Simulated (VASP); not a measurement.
Here is a VASP 6.6.1 calculation.

Contents of INCAR:

```
SYSTEM = CdSe
PREC     = Accurate       ! precision mode
ENCUT    = 520            ! plane-wave cutoff, eV
EDIFF    = 1E-7           ! SCF threshold, eV
ISMEAR   = -1             ! smearing method
SIGMA    = 0.03           ! smearing width, eV
LREAL    = .False.        ! projectors in reciprocal space
LASPH    = .True.         ! aspherical terms in the spheres
NELM     = 100            ! most SCF steps
ALGO     = Normal         ! electronic algorithm
ISIF     = 2              ! what is computed and relaxed
LWAVE    = .False.        ! write WAVECAR
LCHARG   = .False.        ! write CHGCAR
NBANDS   = 16             ! bands
```

The input KPOINTS:

```
Automatic mesh
0
Gamma
  8 8 8
  0 0 0
```

POSCAR

```
CdSe
1.0
    0.0000000000      3.0702711986      3.1623793346
    3.0702711986      0.0000000000      3.1623793346
    3.0702711986      3.0702711986      0.0000000000
Cd Se
1 1
Direct
    0.0000000000      0.0000000000      0.0000000000
    0.2500000000      0.2500000000      0.2500000000
```

Potentials or basis: VASP PAW LDA potentials, release 64 (Cd, Se).

Launch:

```sh
$ cat potpaw_LDA.64/Cd/POTCAR potpaw_LDA.64/Se/POTCAR > POTCAR
$ mpirun -np 1 vasp_std > vasp.out
```

(1) Estimate the band gap on the k mesh.

(2) Estimate the pressure.

Answers

(1) 0.21 eV, direct.

(2) -4.1 GPa.

Caveat: the cell differs from its parent crystal (zz strain of +3 %).
